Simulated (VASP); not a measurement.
# WC (P-6m2) in VASP: notebook

The runs below take WC through single point, relaxation of cell and atoms, with LDA.

All numbers are computed with VASP 6.6.1; they aren't measurements. Logs are shortened: lines on timing, memory, paths and dates and some standing lists are left out, and cuts for length are marked.

### Step 1. The cell of the first run

Symmetry: P-6m2, No. 187, hexagonal system. The conventional cell has a = 2.882 Å, b = 2.882 Å, c = 2.824 Å, α = 90.00°, β = 90.00°, γ = 120.00°. W (site symmetry -6m2) has 6 C at 2.18 Å and 8 W at 2.82 to 2.88 Å within 2.9 Å. C (site symmetry -6m2) has 6 W at 2.18 Å and 8 C at 2.82 to 2.88 Å within 2.9 Å.

### Step 2. Single point, LDA

Contents of INCAR:

```
SYSTEM = WC
PREC = Accurate
ENCUT = 520
EDIFF = 1E-6
ISMEAR = 0
SIGMA = 0.1
LREAL = .False.
LASPH = .True.
NELM = 100
ALGO = Normal
ISIF = 2
LWAVE = .False.
LCHARG = .False.
NBANDS = 16
```

Contents of KPOINTS:

```
regular mesh
0
Gamma
  9 9 6
  0 0 0
```

Contents of POSCAR:

```
WC
1.0
    2.8820700000      0.0000000000      0.0000000000
   -1.4410350000      2.4959458400      0.0000000000
    0.0000000000      0.0000000000      2.8238700000
W C
1 1
Direct
    0.0000000000      0.0000000000      0.0000000000
    0.6666666700      0.3333333300      0.5000000000
```

Potentials or basis: VASP PAW LDA potentials, release 64 (W_sv, C).

Launch:

```sh
> cat potpaw_LDA.64/W_sv/POTCAR potpaw_LDA.64/C/POTCAR > POTCAR
> mpirun -np 1 vasp_std > vasp.out
```

OUTCAR:

```text
SYSTEM = WC
   PREC = Accurate
   ENCUT = 520
   EDIFF = 1E-6
   ISMEAR = 0
   LREAL = .False.
   LASPH = .True.
   NELM = 100
   ISIF = 2

 ion  position               nearest neighbor table
   1  0.000  0.000  0.000-   2 2.18   2 2.18   2 2.18   2 2.18   2 2.18   2 2.18
   2  0.667  0.333  0.500-   1 2.18   1 2.18   1 2.18   1 2.18   1 2.18   1 2.18

  LATTYP: Found a hexagonal cell.
 ALAT       =     2.8820700000
 C/A-ratio  =     0.9798061810

  Lattice vectors:

 A1 = (   2.8820700000,   0.0000000000,   0.0000000000)
 A2 = (  -1.4410350000,   2.4959458400,   0.0000000000)
 A3 = (   0.0000000000,   0.0000000000,   2.8238700000)

Analysis of symmetry for initial positions (statically):
=====================================================================
 Subroutine PRICEL returns:
 Original cell was already a primitive cell.

 Routine SETGRP: Setting up the symmetry group for a
 hexagonal supercell.

 Subroutine GETGRP returns: Found 12 space group operations
 (whereof 12 operations were pure point group operations)
 out of a pool of 24 trial point group operations.

The static configuration has the point symmetry D_3h.

Analysis of symmetry for dynamics (positions and initial velocities):
=====================================================================
 Subroutine PRICEL returns:
 Original cell was already a primitive cell.

 Routine SETGRP: Setting up the symmetry group for a
 hexagonal supercell.

 Subroutine GETGRP returns: Found 12 space group operations
 (whereof 12 operations were pure point group operations)
 out of a pool of 24 trial point group operations.

The dynamic configuration has the point symmetry D_3h.

 Subroutine INISYM returns: Found 12 space group operations
 (whereof 12 operations are pure point group operations),
 and found     1 'primitive' translations

----------------------------------------------------------------------------------------

                                     Primitive cell

  volume of cell :      20.3135

  direct lattice vectors                    reciprocal lattice vectors
     2.882070000  0.000000000  0.000000000     0.346972835  0.200324860  0.000000000
    -1.441035000  2.495945840  0.000000000     0.000000000  0.400649719  0.000000000
     0.000000000  0.000000000  2.823870000     0.000000000  0.000000000  0.354123950

  length of vectors
     2.882070000  2.882070004  2.823870000     0.400649720  0.400649719  0.354123950

  position of ions in fractional coordinates (direct lattice)
     0.000000000  0.000000000  0.000000000
     0.666666670  0.333333330  0.500000000

  ion indices of the primitive-cell ions
   primitive index   ion index
                 1           1
                 2           2

----------------------------------------------------------------------------------------

 KPOINTS: regular mesh

Automatic generation of k-mesh.
 Grid dimensions read from file:
 generate k-points for:    9    9    6

 Generating k-lattice:

  Cartesian coordinates                     Fractional coordinates (reciprocal lattice)
     0.038552537  0.022258318  0.000000000     0.111111111  0.000000000  0.000000000
     0.000000000  0.044516635  0.000000000     0.000000000  0.111111111  0.000000000
     0.000000000  0.000000000  0.059020658     0.000000000  0.000000000  0.166666667

  Length of vectors
     0.044516636  0.044516635  0.059020658

  Shift w.r.t. Gamma in fractional coordinates (k-lattice)
     0.000000000  0.000000000  0.000000000

 Subroutine IBZKPT returns following result:
 ===========================================

 Found     48 irreducible k-points:

 Following reciprocal coordinates:
            Coordinates               Weight
  0.000000  0.000000  0.000000      1.000000
  0.111111  0.000000  0.000000      6.000000
  0.222222  0.000000  0.000000      6.000000
  0.333333  0.000000  0.000000      6.000000
  0.444444  0.000000  0.000000      6.000000
  0.111111  0.111111  0.000000      6.000000
[... 16 lines left out ...]
  0.333333  0.222222  0.166667     24.000000
  0.333333  0.333333  0.166667      4.000000
 [... further k-points ...]
   k-points           NKPTS =     48   k-points in BZ     NKDIM =     48   number of bands    NBANDS=     16
   number of dos      NEDOS =    301   number of ions     NIONS =      2
   total plane-waves  NPLWV =  13824
   dimension x,y,z NGX =    24 NGY =   24 NGZ =   24
   dimension x,y,z NGXF=    48 NGYF=   48 NGZF=   48
   ions per type =               1   1
   NGX,Y,Z   is equivalent  to a cutoff of  13.84, 13.84, 14.13 a.u.
   NGXF,Y,Z  is equivalent  to a cutoff of  27.69, 27.69, 28.26 a.u.
 SYSTEM =  WC
   PREC   = accura    normal or accurate (medium, high low for compatibility)
   ISTART =      0    job   : 0-new  1-cont  2-samecut
   ICHARG =      2    charge: 1-file 2-atom 10-const
   ISPIN  =      1    spin polarized calculation?
   LNONCOLLINEAR =      F non collinear calculations
   LSORBIT =      F    spin-orbit coupling
   LASPH  =      T    aspherical Exc in radial PAW
   ENCUT  =  520.0 eV  38.22 Ry    6.18 a.u.   5.36  5.36  5.25*2*pi/ulx,y,z
   NELM   =    100;   NELMIN=  2; NELMDL= -5     # of ELM steps
   EDIFF  = 0.1E-05   stopping-criterion for ELM
   LREAL  =      F    real-space projection
   EDIFFG = 0.1E-04   stopping-criterion for IOM
   NSW    =      0    number of steps for IOM
   IBRION =     -1    ionic relax: 0-MD 1-quasi-New 2-CG
   NFREE  =      0    steps in history (QN), initial steepest desc. (CG)
   ISIF   =      2    stress and relaxation
   ISYM   =      2    0-nonsym 1-usesym 2-fastsym
   POTIM  = 0.5000    time-step for ionic-motion
   TEBEG  =    0.0;   TEEND  =   0.0 temperature during run
   PSTRESS=    0.0 pullay stress
   NELECT =      18.0000    total number of electrons
   NUPDOWN=      -1.0000    fix difference up-down
   EMIN   =  10.00;   EMAX   =-10.00  energy-range for DOS
   EFERMI =   0.00;   METHOD = LEGACY
   ISMEAR =     0;   SIGMA  =   0.10  broadening in eV -4-tet -1-fermi 0-gaus
   EFERMI_NEDOS =   21; number of points for ismear=-14 and -15
   IALGO  =     38    algorithm
   IMIX   =      4    mixing-type and parameters
     AMIX     =   0.40;   BMIX     =  1.00
     AMIX_MAG =   1.60;   BMIX_MAG =  1.00
  volume/ion in A,a.u.               =      10.16        68.54
  Fermi-wavevector in a.u.,A,eV,Ry     =   1.572428  2.971459 33.640826  2.472531
  Thomas-Fermi vector in A             =   2.673864
   LORBIT       =      0    0 simple, 1 ext, 2 COOP (PROOUT), +10 PAW based schemes
   GGA     = CA    functional components
   LHFCALC =     F    Hartree Fock is set to
   AEXX    =    0.0000 exact exchange contribution
   IVDW    =     0    specifies the selected vdW correction
   LEPSILON=     F    determine dielectric tensor
   LRPA    =     F    only Hartree local field effects (RPA)
 non-spin polarized calculation
 Gauss-broadening in eV      SIGMA  =   0.10
  energy-cutoff  :      520.00
  volume of cell :       20.31
 maximum number of plane-waves:       567
 NGX is ok and might be reduce to    24
   NGX = 11   NGY = 11   NGZ = 11

 number of electron      18.0000000 magnetization

 Free energy of the ion-electron system (eV)
  ---------------------------------------------------
  ext. energy  EPLUGINS =         0.00000000
  ---------------------------------------------------
  free energy    TOTEN  =       -24.69140409 eV

  energy without entropy =      -24.68770330  energy(sigma->0) =      -24.68955370

 E-fermi :  11.3304     XC(G=0): -14.0966

 val. band max:       11.3296470845   @ k =   0.3333   0.2222   0.0000
 cond. band min:      11.3769235899   @ k =   0.0000   0.0000   0.0000
 fundamental gap:      0.0472765055
 Fermi energy:        11.3303774380

 k-point     1 :       0.0000    0.0000    0.0000
  band No.  band energies     occupation
      1     -62.1926      2.00000
      2     -26.4546      2.00000
      3     -26.3133      2.00000
      4     -26.3133      2.00000
      5      -3.1446      2.00000
      6       6.8462      2.00000
[... 8 lines left out ...]
     15      25.8895      0.00000
     16      28.2905      0.00000

 k-point     2 :       0.1111    0.0000    0.0000
  band No.  band energies     occupation
      1     -62.1847      2.00000
      2     -26.4401      2.00000
      3     -26.4251      2.00000
      4     -26.3385      2.00000
      5      -2.8119      2.00000
      6       6.8741      2.00000
[... 8 lines left out ...]
     15      25.3384      0.00000
     16      28.9728      0.00000

 k-point     3 :       0.2222    0.0000    0.0000
  band No.  band energies     occupation
      1     -62.1647      2.00000
      2     -26.7005      2.00000
      3     -26.4030      2.00000
      4     -26.4019      2.00000
      5      -1.9195      2.00000
      6       5.9880      2.00000
[... 8 lines left out ...]
     15      25.2877      0.00000
     16      29.7786      0.00000

 k-point     4 :       0.3333    0.0000    0.0000
  band No.  band energies     occupation
      1     -62.1418      2.00000
      2     -27.0012      2.00000
      3     -26.4729      2.00000
      4     -26.3606      2.00000
      5      -0.7620      2.00000
      6       4.9636      2.00000
[... 8 lines left out ...]
     15      26.4930      0.00000
     16      28.3306      0.00000
[... 324 lines left out ...]
 k-point    22 :       0.2222    0.2222    0.1667
  band No.  band energies     occupation
      1     -62.1208      2.00000
      2     -26.9881      2.00000
      3     -26.6045      2.00000
      4     -26.5334      2.00000
      5       0.1044      2.00000
      6       5.2723      2.00000
[... 8 lines left out ...]
     15      25.4652      0.00000
     16      28.1094      0.00000

 k-point    23 :       0.3333    0.2222    0.1667
  band No.  band energies     occupation
      1     -62.1094      2.00000
      2     -27.0541      2.00000
      3     -26.7213      2.00000
      4     -26.5091      2.00000
      5       0.7361      2.00000
      6       4.9597      2.00000
[... 8 lines left out ...]
     15      25.2845      0.00000
     16      28.3513      0.00000

 k-point    24 :       0.3333    0.3333    0.1667
  band No.  band energies     occupation
      1     -62.1055      2.00000
      2     -26.9507      2.00000
      3     -26.8914      2.00000
      4     -26.5007      2.00000
      5       0.9795      2.00000
      6       5.7061      2.00000
[... 8 lines left out ...]
     15      26.5253      0.00000
     16      27.8383      0.00000

 [... further k-points ...]

------------------------ aborting loop because EDIFF is reached ----------------------------------------

  FORCE on cell =-STRESS in cart. coord.  units (eV):
  Direction    XX          YY          ZZ          XY          YZ          ZX
  --------------------------------------------------------------------------------------
  -------------------------------------------------------------------------------------
  Total        0.3995260      0.3995260     -0.2793980      0.0000000      0.0000000      0.0000000
  in kB       31.5116605     31.5116606    -22.0368469      0.0000000      0.0000000      0.0000000
  external PRESSURE =      13.6621581 kB  Pullay stress =       0.0000000 kB

 VOLUME and BASIS-vectors are now :
 -----------------------------------------------------------------------------
  energy-cutoff  :      520.00
  volume of cell :       20.31
      direct lattice vectors                 reciprocal lattice vectors
     2.882070000  0.000000000  0.000000000     0.346972835  0.200324860  0.000000000
    -1.441035000  2.495945840  0.000000000     0.000000000  0.400649719  0.000000000
     0.000000000  0.000000000  2.823870000     0.000000000  0.000000000  0.354123950

 POSITION                                       TOTAL-FORCE (eV/Angst)
 -----------------------------------------------------------------------------------
      0.00000      0.00000      0.00000         0.000000      0.000000      0.000000
      1.44104      0.83198      1.41193        -0.000000      0.000000      0.000000
 -----------------------------------------------------------------------------------
    total drift:                               -0.000003      0.000002     -0.000000

  FREE ENERGIE OF THE ION-ELECTRON SYSTEM (eV)
  ---------------------------------------------------
  free  energy   TOTEN  =       -24.6914040946 eV

  energy  without entropy=      -24.6877033038  energy(sigma->0) =      -24.68955370
```

Run time: 13 s. Hardware: 1 thread of Intel Xeon 8259CL, shared host; peak memory 0.14 GiB.

What came out:

| Property | Result |
| --- | --- |
| Free energy | -24.6914 eV |
| Pressure | 1.4 GPa |
| Band gap on the k mesh | zero (bands 9 and 10 overlap by 1.18 eV) |

Levels at points of the mesh, in eV from the Fermi level:
```
           k point  band 5  band 6  band 7  band 8  band 9  band 10  band 11  band 12  band 13  band 14
(0.00, 0.00, 0.00)  -14.47   -4.48   -3.43   -3.43    0.05     3.24     3.24     5.67     5.67     6.65
(0.00, 0.00, 0.50)  -10.27   -8.77   -2.08   -2.08   -0.67    -0.67     3.63     4.54     4.54    10.07
```

Caveat: the k points lie up to 0.37 Å⁻¹ apart, too coarse for converged energies and pressures of a metal; spin-orbit coupling is left out, which moves the levels of the heavy elements.

[end of part 1 of 3]
